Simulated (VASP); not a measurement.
# WSe2 in VASP: a series of runs

Runs on WSe2. Level: PBEsol. Tasks: single point.

All numbers are computed with VASP 6.6.1; they aren't measurements. Logs are shortened: lines on timing, memory, paths and dates and some standing lists are left out, and cuts for length are marked.

## (1) The cell of the first run

The cell holds a slab with vacuum, 3 atoms: a = 3.270 Å, b = 3.270 Å, c = 16.661 Å, α = 90.00°, β = 90.00°, γ = 120.00°.

## (2) Single point, PBEsol

INCAR reads:

```
SYSTEM = WSe2
PREC     = Accurate       ! precision mode
ENCUT    = 520            ! plane-wave cutoff, eV
EDIFF    = 1E-7           ! SCF threshold, eV
ISMEAR   = 0              ! smearing method
SIGMA    = 0.05           ! smearing width, eV
LREAL    = .False.        ! projectors in reciprocal space
LASPH    = .True.         ! aspherical terms in the spheres
NELM     = 60             ! most SCF steps
ALGO     = Normal         ! electronic algorithm
ISIF     = 2              ! what is computed and relaxed
LWAVE    = .False.        ! write WAVECAR
LCHARG   = .False.        ! write CHGCAR
GGA      = PS             ! functional
NBANDS   = 20             ! bands
```

KPOINTS reads:

```
regular mesh
0
Gamma
  9 9 2
  0 0 0
```

POSCAR reads:

```
WSe2
1.0
    3.2702124402      0.0000000000      0.0000000000
   -1.6351062201      2.8320870490      0.0000000000
    0.0000000000      0.0000000000     16.6611439352
W Se
1 2
Direct
    0.0000000000      0.0000000000     -0.0030938842
    0.3333333333      0.6666666667      0.1040002956
    0.3333333333      0.6666666667      0.9032020910
```

Potentials or basis: VASP PAW PBE potentials, release 64 (W_sv, Se).

Run with:

```sh
$ cat potpaw_PBE.64/W_sv/POTCAR potpaw_PBE.64/Se/POTCAR > POTCAR
$ mpirun -np 1 vasp_std > vasp.out
```

OUTCAR:

```text
SYSTEM = WSe2
   PREC = Accurate
   ENCUT = 520
   EDIFF = 1E-7
   ISMEAR = 0
   LREAL = .False.
   LASPH = .True.
   NELM = 60
   ISIF = 2
   GGA = PS

 ion  position               nearest neighbor table
   1  0.000  0.000  0.997-   3 2.45   3 2.45   3 2.45   2 2.60   2 2.60   2 2.60
   2  0.333  0.667  0.104-   1 2.60   1 2.60   1 2.60
   3  0.333  0.667  0.903-   1 2.45   1 2.45   1 2.45

  LATTYP: Found a hexagonal cell.
 ALAT       =     3.2702124402
 C/A-ratio  =     5.0948200583

  Lattice vectors:

 A1 = (   3.2702124402,   0.0000000000,   0.0000000000)
 A2 = (  -1.6351062201,   2.8320870490,   0.0000000000)
 A3 = (   0.0000000000,   0.0000000000,  16.6611439352)

Analysis of symmetry for initial positions (statically):
=====================================================================
 Subroutine PRICEL returns:
 Original cell was already a primitive cell.

 Routine SETGRP: Setting up the symmetry group for a
 hexagonal supercell.

 Subroutine GETGRP returns: Found  6 space group operations
 (whereof  6 operations were pure point group operations)
 out of a pool of 24 trial point group operations.

The static configuration has the point symmetry C_3v.

Analysis of symmetry for dynamics (positions and initial velocities):
=====================================================================
 Subroutine PRICEL returns:
 Original cell was already a primitive cell.

 Routine SETGRP: Setting up the symmetry group for a
 hexagonal supercell.

 Subroutine GETGRP returns: Found  6 space group operations
 (whereof  6 operations were pure point group operations)
 out of a pool of 24 trial point group operations.

The dynamic configuration has the point symmetry C_3v.

 Subroutine INISYM returns: Found  6 space group operations
 (whereof  6 operations are pure point group operations),
 and found     1 'primitive' translations

----------------------------------------------------------------------------------------

                                     Primitive cell

  volume of cell :     154.3076

  direct lattice vectors                    reciprocal lattice vectors
     3.270212440  0.000000000  0.000000000     0.305790531  0.176548246  0.000000000
    -1.635106220  2.832087049  0.000000000     0.000000000  0.353096491  0.000000000
     0.000000000  0.000000000 16.661143935     0.000000000  0.000000000  0.060019888

  length of vectors
     3.270212440  3.270212440 16.661143935     0.353096491  0.353096491  0.060019888

  position of ions in fractional coordinates (direct lattice)
     0.000000000  0.000000000  0.996906116
     0.333333333  0.666666667  0.104000296
     0.333333333  0.666666667  0.903202091

  ion indices of the primitive-cell ions
   primitive index   ion index
                 1           1
                 2           2
                 3           3

----------------------------------------------------------------------------------------

 KPOINTS: regular mesh

Automatic generation of k-mesh.
 Grid dimensions read from file:
 generate k-points for:    9    9    2

 Generating k-lattice:

  Cartesian coordinates                     Fractional coordinates (reciprocal lattice)
     0.033976726  0.019616472  0.000000000     0.111111111  0.000000000  0.000000000
     0.000000000  0.039232943  0.000000000     0.000000000  0.111111111  0.000000000
     0.000000000  0.000000000  0.030009944     0.000000000  0.000000000  0.500000000

  Length of vectors
     0.039232943  0.039232943  0.030009944

  Shift w.r.t. Gamma in fractional coordinates (k-lattice)
     0.000000000  0.000000000  0.000000000

 Subroutine IBZKPT returns following result:
 ===========================================

 Found     24 irreducible k-points:

 Following reciprocal coordinates:
            Coordinates               Weight
  0.000000  0.000000  0.000000      1.000000
  0.111111 -0.000000  0.000000      6.000000
  0.222222  0.000000  0.000000      6.000000
  0.333333  0.000000  0.000000      6.000000
  0.444444  0.000000  0.000000      6.000000
  0.111111  0.111111  0.000000      6.000000
[... 16 lines left out ...]
  0.333333  0.222222  0.500000     12.000000
  0.333333  0.333333  0.500000      2.000000
   k-points           NKPTS =     24   k-points in BZ     NKDIM =     24   number of bands    NBANDS=     20
   number of dos      NEDOS =    301   number of ions     NIONS =      3
   total plane-waves  NPLWV =  72576
   dimension x,y,z NGX =    24 NGY =   24 NGZ =  126
   dimension x,y,z NGXF=    48 NGYF=   48 NGZF=  252
   ions per type =               1   2
   NGX,Y,Z   is equivalent  to a cutoff of  12.20, 12.20, 12.57 a.u.
   NGXF,Y,Z  is equivalent  to a cutoff of  24.40, 24.40, 25.14 a.u.
 SYSTEM =  WSe2
   PREC   = accura    normal or accurate (medium, high low for compatibility)
   ISTART =      0    job   : 0-new  1-cont  2-samecut
   ICHARG =      2    charge: 1-file 2-atom 10-const
   ISPIN  =      1    spin polarized calculation?
   LNONCOLLINEAR =      F non collinear calculations
   LSORBIT =      F    spin-orbit coupling
   LASPH  =      T    aspherical Exc in radial PAW
   ENCUT  =  520.0 eV  38.22 Ry    6.18 a.u.   6.08  6.08 30.98*2*pi/ulx,y,z
   NELM   =     60;   NELMIN=  2; NELMDL= -5     # of ELM steps
   EDIFF  = 0.1E-06   stopping-criterion for ELM
   LREAL  =      F    real-space projection
   EDIFFG = 0.1E-05   stopping-criterion for IOM
   NSW    =      0    number of steps for IOM
   IBRION =     -1    ionic relax: 0-MD 1-quasi-New 2-CG
   NFREE  =      0    steps in history (QN), initial steepest desc. (CG)
   ISIF   =      2    stress and relaxation
   ISYM   =      2    0-nonsym 1-usesym 2-fastsym
   POTIM  = 0.5000    time-step for ionic-motion
   TEBEG  =    0.0;   TEEND  =   0.0 temperature during run
   PSTRESS=    0.0 pullay stress
   NELECT =      26.0000    total number of electrons
   NUPDOWN=      -1.0000    fix difference up-down
   EMIN   =  10.00;   EMAX   =-10.00  energy-range for DOS
   EFERMI =   0.00;   METHOD = LEGACY
   ISMEAR =     0;   SIGMA  =   0.05  broadening in eV -4-tet -1-fermi 0-gaus
   EFERMI_NEDOS =   21; number of points for ismear=-14 and -15
   IALGO  =     38    algorithm
   IMIX   =      4    mixing-type and parameters
     AMIX     =   0.40;   BMIX     =  1.00
     AMIX_MAG =   1.60;   BMIX_MAG =  1.00
  volume/ion in A,a.u.               =      51.44       347.11
  Fermi-wavevector in a.u.,A,eV,Ry     =   0.904212  1.708712 11.124109  0.817599
  Thomas-Fermi vector in A             =   2.027631
   LORBIT       =      0    0 simple, 1 ext, 2 COOP (PROOUT), +10 PAW based schemes
   GGA     = PS    functional components
   LHFCALC =     F    Hartree Fock is set to
   AEXX    =    0.0000 exact exchange contribution
   IVDW    =     0    specifies the selected vdW correction
   LEPSILON=     F    determine dielectric tensor
   LRPA    =     F    only Hartree local field effects (RPA)
 non-spin polarized calculation
 Gauss-broadening in eV      SIGMA  =   0.05
  energy-cutoff  :      520.00
  volume of cell :      154.31
 maximum number of plane-waves:      4212
   NGX = 13   NGY = 13   NGZ = 61

 number of electron      25.9999999 magnetization

 Free energy of the ion-electron system (eV)
  ---------------------------------------------------
  ext. energy  EPLUGINS =         0.00000000
  ---------------------------------------------------
  free energy    TOTEN  =       -23.04885145 eV

  energy without entropy =      -23.04885145  energy(sigma->0) =      -23.04885145

 E-fermi :  -0.5909     XC(G=0):  -4.8448

 val. band max:       -0.8911964672   @ k =   0.3333   0.3333   0.0000
 cond. band min:       0.8033678347   @ k =   0.2222   0.1111   0.0000
 fundamental gap:      1.6945643018
 Fermi energy:        -0.5909446179

 k-point     1 :       0.0000    0.0000    0.0000
  band No.  band energies     occupation
      1     -74.7676      2.00000
      2     -39.0407      2.00000
      3     -38.8909      2.00000
      4     -38.8909      2.00000
      5     -15.7562      2.00000
      6     -14.4141      2.00000
[... 12 lines left out ...]
     19       4.2080      0.00000
     20       4.4596      0.00000

 k-point     2 :       0.1111   -0.0000    0.0000
  band No.  band energies     occupation
      1     -74.7663      2.00000
      2     -39.0350      2.00000
      3     -38.9209      2.00000
      4     -38.8979      2.00000
      5     -15.5674      2.00000
      6     -14.3158      2.00000
[... 12 lines left out ...]
     19       4.4604      0.00000
     20       5.0751      0.00000

 k-point     3 :       0.2222    0.0000    0.0000
  band No.  band energies     occupation
      1     -74.7629      2.00000
      2     -39.0212      2.00000
      3     -38.9956      2.00000
      4     -38.9156      2.00000
      5     -15.0496      2.00000
      6     -14.0435      2.00000
[... 12 lines left out ...]
     19       5.1262      0.00000
     20       5.8280      0.00000

 k-point     4 :       0.3333    0.0000    0.0000
  band No.  band energies     occupation
      1     -74.7590      2.00000
      2     -39.0816      2.00000
      3     -39.0032      2.00000
      4     -38.9357      2.00000
      5     -14.3682      2.00000
      6     -13.6718      2.00000
[... 12 lines left out ...]
     19       5.7965      0.00000
     20       5.9744      0.00000

 k-point     5 :       0.4444    0.0000    0.0000
  band No.  band energies     occupation
      1     -74.7565      2.00000
      2     -39.1359      2.00000
      3     -38.9925      2.00000
      4     -38.9488      2.00000
      5     -13.8586      2.00000
      6     -13.3516      2.00000
[... 12 lines left out ...]
     19       6.1589      0.00000
     20       6.2909      0.00000

 k-point     6 :       0.1111    0.1111    0.0000
  band No.  band energies     occupation
      1     -74.7639      2.00000
      2     -39.0251      2.00000
      3     -38.9708      2.00000
      4     -38.9129      2.00000
      5     -15.2133      2.00000
      6     -14.1299      2.00000
[... 12 lines left out ...]
     19       4.9283      0.00000
     20       5.7620      0.00000

 k-point     7 :       0.2222    0.1111    0.0000
  band No.  band energies     occupation
      1     -74.7603      2.00000
      2     -39.0458      2.00000
      3     -39.0082      2.00000
      4     -38.9380      2.00000
      5     -14.6064      2.00000
      6     -13.8029      2.00000
[... 12 lines left out ...]
     19       5.7357      0.00000
     20       6.3516      0.00000
[... 277 lines left out ...]
 k-point    20 :       0.3333    0.1111    0.5000
  band No.  band energies     occupation
      1     -74.7571      2.00000
      2     -39.1091      2.00000
      3     -38.9950      2.00000
      4     -38.9603      2.00000
      5     -13.9904      2.00000
      6     -13.4377      2.00000
[... 12 lines left out ...]
     19       6.2698      0.00000
     20       6.5503      0.00000

 k-point    21 :       0.4444    0.1111    0.5000
  band No.  band energies     occupation
      1     -74.7559      2.00000
      2     -39.1340      2.00000
      3     -38.9896      2.00000
      4     -38.9690      2.00000
      5     -13.7293      2.00000
      6     -13.2475      2.00000
[... 12 lines left out ...]
     19       6.8239      0.00000
     20       7.2321      0.00000

 k-point    22 :       0.2222    0.2222    0.5000
  band No.  band energies     occupation
      1     -74.7574      2.00000
      2     -39.0864      2.00000
      3     -38.9959      2.00000
      4     -38.9772      2.00000
      5     -14.0467      2.00000
      6     -13.4693      2.00000
[... 12 lines left out ...]
     19       6.3712      0.00000
     20       6.5063      0.00000

 k-point    23 :       0.3333    0.2222    0.5000
  band No.  band energies     occupation
      1     -74.7554      2.00000
      2     -39.1060      2.00000
      3     -39.0097      2.00000
      4     -38.9876      2.00000
      5     -13.6570      2.00000
      6     -13.1802      2.00000
[... 12 lines left out ...]
     19       6.6895      0.00000
     20       7.4831      0.00000

 k-point    24 :       0.3333    0.3333    0.5000
  band No.  band energies     occupation
      1     -74.7548      2.00000
      2     -39.0809      2.00000
      3     -39.0532      2.00000
      4     -38.9848      2.00000
      5     -13.5286      2.00000
      6     -13.0603      2.00000
[... 12 lines left out ...]
     19       5.6960      0.00000
     20       7.9312      0.00000

------------------------ aborting loop because EDIFF is reached ----------------------------------------

  FORCE on cell =-STRESS in cart. coord.  units (eV):
  Direction    XX          YY          ZZ          XY          YZ          ZX
  --------------------------------------------------------------------------------------
  -------------------------------------------------------------------------------------
  Total        0.5826960      0.5826960      0.5500710      0.0000000      0.0000000      0.0000000
  in kB        6.0501377      6.0501377      5.7113917      0.0000000      0.0000000      0.0000000
  external PRESSURE =       5.9372224 kB  Pullay stress =       0.0000000 kB

 VOLUME and BASIS-vectors are now :
 -----------------------------------------------------------------------------
  energy-cutoff  :      520.00
  volume of cell :      154.31
      direct lattice vectors                 reciprocal lattice vectors
     3.270212440  0.000000000  0.000000000     0.305790531  0.176548246  0.000000000
    -1.635106220  2.832087049  0.000000000     0.000000000  0.353096491  0.000000000
     0.000000000  0.000000000 16.661143935     0.000000000  0.000000000  0.060019888

 POSITION                                       TOTAL-FORCE (eV/Angst)
 -----------------------------------------------------------------------------------
      0.00000      0.00000     16.60960         0.000000     -0.000000      3.328210
     -0.00000      1.88806      1.73276        -0.000000      0.000000     -1.385451
     -0.00000      1.88806     15.04838        -0.000000     -0.000000     -1.942759
 -----------------------------------------------------------------------------------
    total drift:                                0.000000     -0.000000      0.000447

  FREE ENERGIE OF THE ION-ELECTRON SYSTEM (eV)
  ---------------------------------------------------
  free  energy   TOTEN  =       -23.0488514541 eV

  energy  without entropy=      -23.0488514541  energy(sigma->0) =      -23.04885145
```

Run time: 73 s. Hardware: 1 thread of Intel Xeon Platinum 8488C (Sapphire Rapids), shared host; peak memory 0.27 GiB.

What came out:

* Free energy: -23.0489 eV
* Largest force: 3.328 eV/Å
* Band gap on the k mesh: 1.69 eV, indirect (the least direct gap lies 2.1 meV higher)

Forces in eV/Å, atoms in the order of the input:
```
W    0.000  0.000  3.328
Se   0.000  0.000 -1.385
Se   0.000  0.000 -1.943
```

Caveat: the PAW data sets were made with another functional, which shifts forces and pressure a little; spin-orbit coupling is left out, which moves the levels of the heavy elements.

## (3) Single point, PBEsol

INCAR reads:

```
PREC     = Accurate       # precision mode
ENCUT    = 520            # plane-wave cutoff, eV
EDIFF    = 1E-6           # SCF threshold, eV
ISMEAR   = 0              # smearing method
SIGMA    = 0.05           # smearing width, eV
LREAL    = F              # projectors in reciprocal space
LASPH    = T              # aspherical terms in the spheres
NELM     = 60             # most SCF steps
ALGO     = Normal         # electronic algorithm
ISIF     = 2              # what is computed and relaxed
LWAVE    = F              # write WAVECAR
LCHARG   = F              # write CHGCAR
GGA      = PS             # functional
NBANDS   = 20             # bands
```

KPOINTS reads:

```
Automatic mesh
0
Gamma
  9 9 2
```

POSCAR reads:

```
WSe2
1.0
    3.2702124402      0.0000000000      0.0000000000
   -1.6351062201      2.8320870490      0.0000000000
    0.0000000000      0.0000000000     16.6611439352
W Se
1 2
Direct
    0.0000000000      0.0000000000     -0.0010312947
    0.3333333333      0.6666666667      0.1015995001
    0.3333333333      0.6666666667      0.9008012955
```

Potentials or basis: VASP PAW PBE potentials, release 64 (W_sv, Se).

Run with:

```sh
$ cat potpaw_PBE.64/W_sv/POTCAR potpaw_PBE.64/Se/POTCAR > POTCAR
$ mpirun -np 1 vasp_std > vasp.out
```

It took 73 s on 1 thread of Intel Xeon Platinum 8488C (Sapphire Rapids), shared host; peak memory 0.28 GiB.

Results (log left out):

```
Free energy            : -23.2141 eV
Largest force          : 1.113 eV/Å
Band gap on the k mesh : 1.69 eV, direct
```

Forces on the atoms (eV/Å):
```
W    0.000  0.000  1.113
Se   0.000  0.000 -0.471
Se   0.000  0.000 -0.642
```

Levels at points of the mesh, in eV from the valence-band top:
```csv
k point,band 11,band 12,band 13,band 14,band 15,band 16
"(0.00, 0.00, 0.00)",-1.16,-1.16,-0.39,3.02,3.02,3.32
"(0.00, 0.00, 0.50)",-1.16,-1.16,-0.39,3.02,3.02,3.32
```

Caveat: the PAW data sets were made with another functional, which shifts forces and pressure a little; spin-orbit coupling is left out, which moves the levels of the heavy elements.

## (4) Single point, PBEsol

INCAR reads:

```
PREC = Accurate
ENCUT = 520
EDIFF = 1E-7
ISMEAR = 0
SIGMA = 0.05
LREAL = False
LASPH = True
NELM = 80
ALGO = Normal
ISIF = 2
LWAVE = False
LCHARG = False
GGA = PS
NBANDS = 20
```

KPOINTS is that of step 3.

POSCAR reads:

```
WSe2
1.0
    3.2702124402      0.0000000000      0.0000000000
   -1.6351062201      2.8320870490      0.0000000000
    0.0000000000      0.0000000000     16.6611439352
W Se
1 2
Direct
    0.0000000000      0.0000000000     -0.0020625895
    0.3333333333      0.6666666667      0.1027998978
    0.3333333333      0.6666666667      0.9020016932
```

Run with:

```sh
$ cat potpaw_PBE.64/W_sv/POTCAR potpaw_PBE.64/Se/POTCAR > POTCAR
$ mpirun -np 1 vasp_std > vasp.out
```

Wall time 83 s (1 thread of Intel Xeon Platinum 8488C (Sapphire Rapids), shared host); peak memory 0.27 GiB.

Results (log left out):

```yaml
Free_energy: -23.1521 eV
Largest_force: 2.223 eV/Å
Band_gap_on_the_k_mesh: 1.69 eV, direct
```

Forces on the atoms (eV/Å):
```
W    0.000  0.000  2.223
Se   0.000  0.000 -0.953
Se   0.000  0.000 -1.270
```

Levels at points of the mesh, in eV from the valence-band top:
```tsv
k point	band 9	band 10	band 11	band 12	band 13	band 14	band 15	band 16	band 17	band 18
(0.00, 0.00, 0.00)	-2.39	-2.27	-1.10	-1.10	-0.31	2.95	2.95	3.45	3.45	4.38
(0.00, 0.00, 0.50)	-2.39	-2.27	-1.10	-1.10	-0.31	2.95	2.95	3.45	3.45	4.45
```

Caveat: the PAW data sets were made with another functional, which shifts forces and pressure a little; spin-orbit coupling is left out, which moves the levels of the heavy elements.

## (5) Single point, PBEsol

INCAR reads:

```
SYSTEM = WSe2
PREC = Accurate
ENCUT = 520
EDIFF = 1E-6
ISMEAR = 0
SIGMA = 0.05
LREAL = .FALSE.
LASPH = .TRUE.
NELM = 100
ALGO = Normal
ISIF = 2
LWAVE = .FALSE.
LCHARG = .TRUE.
GGA = PS
LELF = .TRUE.
LVHAR = .TRUE.
NBANDS = 20
```

KPOINTS reads:

```
regular mesh
0
G
  9 9 2
  0 0 0
```

POSCAR reads:

```
WSe2
1.0
    3.2702124402      0.0000000000      0.0000000000
   -1.6351062201      2.8320870490      0.0000000000
    0.0000000000      0.0000000000     16.6611439352
W Se
1 2
Direct
    0.0000000000      0.0000000000      0.0000000000
    0.3333333333      0.6666666667      0.1003991023
    0.3333333333      0.6666666667      0.8996008977
```

Run with:

```sh
$ cat potpaw_PBE.64/W_sv/POTCAR potpaw_PBE.64/Se/POTCAR > POTCAR
$ mpirun -np 1 vasp_std > vasp.out
```

It took 69 s on 1 thread of Intel Xeon Platinum 8488C (Sapphire Rapids), shared host; peak memory 0.27 GiB.

The run converged. Its results:

- Free energy: -23.2348 eV
- Largest force: 0.061 eV/Å
- Band gap on the k mesh: 1.69 eV, direct

Forces in eV/Å, atoms in the order of the input:
```
W    0.000  0.000  0.000
Se   0.000  0.000  0.061
Se   0.000  0.000 -0.061
```

Levels at points of the mesh, in eV from the valence-band top:
```csv
k point,band 10,band 11,band 12,band 13,band 14,band 15,band 16,band 17
"(0.00, 0.00, 0.00)",-2.25,-1.18,-1.18,-0.41,3.06,3.06,3.26,3.26
"(0.00, 0.00, 0.50)",-2.25,-1.18,-1.18,-0.41,3.06,3.06,3.26,3.26
```

Caveat: the PAW data sets were made with another functional, which shifts forces and pressure a little; spin-orbit coupling is left out, which moves the levels of the heavy elements.
